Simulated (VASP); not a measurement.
TePb: single point with r2SCAN

The system is TePb.

```
Te Pb
1.0
     0.00000    3.31169    3.31169
     3.31169    0.00000    3.31169
     3.31169    3.31169    0.00000
Te Pb
1 1
Direct
  0.50000 0.50000 0.50000
  0.00000 0.00000 0.00000
```

```yaml
Program: VASP 6.6.1
Task: single point
Functional: r2SCAN
Potentials_or_basis: VASP PAW PBE potentials, release 64 (Te, Pb_d)
Cutoff: 520 eV
k_mesh: 8 × 8 × 8
Occupations: fermi-dirac, width 0.02 eV
Spin: no spin polarisation
```

| Quantity | Value |
| --- | --- |
| Pressure | -1.6 GPa |
| Band gap on the k mesh | 1.17 eV |

Levels at points of the mesh, in eV from the valence-band top:
```csv
k point,band 6,band 7,band 8,band 9,band 10,band 11,band 12,band 13,band 14,band 15
"(0.00, 0.00, 0.00)",-11.89,-5.82,-1.19,-1.19,-1.19,4.27,4.27,4.27,6.37,6.37
"(0.50, 0.00, 0.00)",-10.57,-8.50,-0.76,-0.76,0.00,1.17,1.61,1.61,8.86,9.52
"(0.50, 0.50, 0.00)",-10.37,-7.38,-4.09,-2.52,-2.52,3.91,5.57,5.57,6.74,10.40
```

It took 70 s on 1 thread of Intel(R) Xeon(R) 6975P-C (Granite Rapids), on a shared host, peak memory 0.23 GiB.

Caveat: the PAW data sets were made with another functional, which shifts forces and pressure a little; spin-orbit coupling is left out, which moves the levels of the heavy elements. A k mesh can miss the band edges.
